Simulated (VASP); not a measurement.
Crystal: BeCd2Te3.

```
Be Cd Te
1.0
     3.68273    0.00000    0.00000
     0.00000    3.68273    0.00000
     0.00000    0.00000   11.01029
Be Cd Te
1 2 3
Cartesian
  0.0000 0.0000 0.0000
  0.0000 0.0000 3.6804
  0.0000 0.0000 7.3299
  1.8414 1.8414 2.0231
  1.8414 1.8414 5.5051
  1.8414 1.8414 8.9872
```

The cell was built from a structure type or drawn by symmetry, and may not be a known phase.

- Program: VASP 6.6.1
- Task: relaxation of cell and atoms
- Functional: PBE
- Potentials or basis: VASP PAW PBE potentials, release 64 (Be, Cd, Te)
- Cutoff: 600 eV
- k mesh: 6 × 6 × 2
- Occupations: gaussian, width 0.1 eV
- Spin: no spin polarisation

At the start: pressure 1.6 GPa; volume 24.89 Å³/atom.

Task: How do energy, volume and symmetry change on relaxing?

Result: Over 36 steps the energy falls by 137.3 meV/atom and the volume is 24.57 Å³/atom (-1.3 %); space group P4/mmm (No. 123, to 0.1 Å) before and after.

Step by step:
```tsv
step	energy change (eV)	largest force (eV/Å)	pressure (GPa)	volume (Å³)
1	0.0000	1.4204	1.64	149.33
2	-0.1963	1.0988	-0.90	154.90
3	-0.2710	0.8105	-3.18	161.76
4	-0.4124	0.7636	-2.88	159.16
5	-0.7371	0.4976	-1.26	151.47
6	1.7196	11.1759	14.53	136.63
7	-0.7355	0.5309	-1.04	150.74
8	-0.6358	1.5011	2.84	143.60
9	-0.7793	0.3033	-0.34	148.90
10	-0.7928	0.0934	0.42	147.25
11	-0.7928	0.0996	0.28	147.54
12	-0.7953	0.0766	0.10	148.14
13	-0.7959	0.0595	-0.03	148.60
14	-0.7967	0.0568	-0.06	148.59
15	-0.7989	0.0496	-0.13	148.55
16	-0.8019	0.0393	-0.26	148.45
17	-0.8096	0.1309	-0.41	148.20
18	-0.7792	0.2656	-0.20	147.47
19	-0.8047	0.2362	-0.41	147.97
20	-0.8094	0.1374	-0.42	148.17
21	-0.8095	0.1689	-0.43	148.09
22	-0.8096	0.1461	-0.42	148.14
23	-0.8100	0.1488	-0.40	148.07
24	-0.8110	0.1629	-0.34	147.85
25	-0.8100	0.2033	-0.21	147.40
26	-0.8112	0.1735	-0.31	147.73
27	-0.8117	0.1673	-0.28	147.64
28	-0.8133	0.1486	-0.19	147.38
29	-0.8156	0.1097	0.01	146.85
30	-0.8170	0.0811	0.41	145.81
31	-0.8183	0.0738	0.39	145.90
32	-0.8213	0.0523	0.31	146.19
33	-0.8228	0.1000	0.20	146.76
34	-0.8230	0.0845	0.22	146.65
35	-0.8239	0.0422	0.03	147.13
36	-0.8240	0.0263	-0.07	147.40
```

Final structure:
```yaml
crystal:
  lattice:
    - [3.66992, 0.00000, 0.00000]
    - [0.00000, 3.66992, 0.00000]
    - [0.00000, 0.00000, 10.94399]
  atoms:
    - { symbol: Be, position: [0.00000, 0.00000, 0.00000] }
    - { symbol: Cd, position: [0.00000, 0.00000, 0.32643] }
    - { symbol: Cd, position: [0.00000, 0.00000, 0.67357] }
    - { symbol: Te, position: [0.50000, 0.50000, 0.13815] }
    - { symbol: Te, position: [0.50000, 0.50000, 0.50000] }
    - { symbol: Te, position: [0.50000, 0.50000, 0.86185] }
```
